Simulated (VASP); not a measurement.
Here is a VASP 6.6.1 calculation.

The input INCAR:

```
SYSTEM = GaN
PREC     = Accurate       ! precision mode
ENCUT    = 600            ! plane-wave cutoff, eV
EDIFF    = 1E-7           ! SCF threshold, eV
ISMEAR   = 0              ! smearing method
SIGMA    = 0.01           ! smearing width, eV
LREAL    = .FALSE.        ! projectors in reciprocal space
LASPH    = .TRUE.         ! aspherical terms in the spheres
NELM     = 80             ! most SCF steps
ALGO     = Normal         ! electronic algorithm
ISIF     = 3              ! what is computed and relaxed
LWAVE    = .FALSE.        ! write WAVECAR
LCHARG   = .FALSE.        ! write CHGCAR
IBRION   = 2              ! ionic algorithm
NSW      = 80             ! ionic steps
EDIFFG   = -0.001         ! ionic threshold
PSTRESS  = 300.0
```

Contents of KPOINTS:

```
Automatic mesh
0
G
  10 10 10
  0 0 0
```

File POSCAR:

```
GaN
1.0
    0.0000000000      2.2277008333      2.2277008333
    2.2277008333      0.0000000000      2.2277008333
    2.2277008333      2.2277008333      0.0000000000
Ga N
1 1
Direct
    0.0000000000      0.0000000000      0.0000000000
    0.7500000000      0.7500000000      0.7500000000
```

Potentials or basis: VASP PAW LDA potentials, release 64 (Ga_d, N).

Launch:

```sh
$ cat potpaw_LDA.64/Ga_d/POTCAR potpaw_LDA.64/N/POTCAR > POTCAR
$ mpirun -np 1 vasp_std > vasp.out
```

Question: Predict the relaxed cell.

Answer: a = 3.036 Å, b = 3.036 Å, c = 3.036 Å, α = 60.00°, β = 60.00°, γ = 60.00°.

Question: Predict the space group after relaxing (to 0.05 Å).

Answer: F-43m (No. 216).

Question: What does it give for the band gap on the k mesh?

Answer: 2.69 eV, direct.

The path:
| step | energy change (eV) | largest force (eV/Å) | pressure (GPa) | volume (Å³) |
| --- | --- | --- | --- | --- |
| 1 | 0.0000 | 0.0000 | 0.99 | 22.11 |
| 2 | 1.7052 | 0.0000 | 121.23 | 16.30 |
| 3 | 0.1809 | 0.0000 | 28.16 | 19.92 |
| 4 | 0.1975 | 0.0000 | 29.45 | 19.83 |
| 5 | 0.2056 | 0.0000 | 30.13 | 19.79 |
| 6 | 0.2019 | 0.0000 | 29.71 | 19.81 |
| 7 | 0.2046 | 0.0000 | 30.00 | 19.79 |

Caveat: the cell is relaxed towards a set pressure, so the enthalpy falls and the energy may rise. Expect the measured gap to be larger: semilocal functionals such as LDA lack the derivative discontinuity.
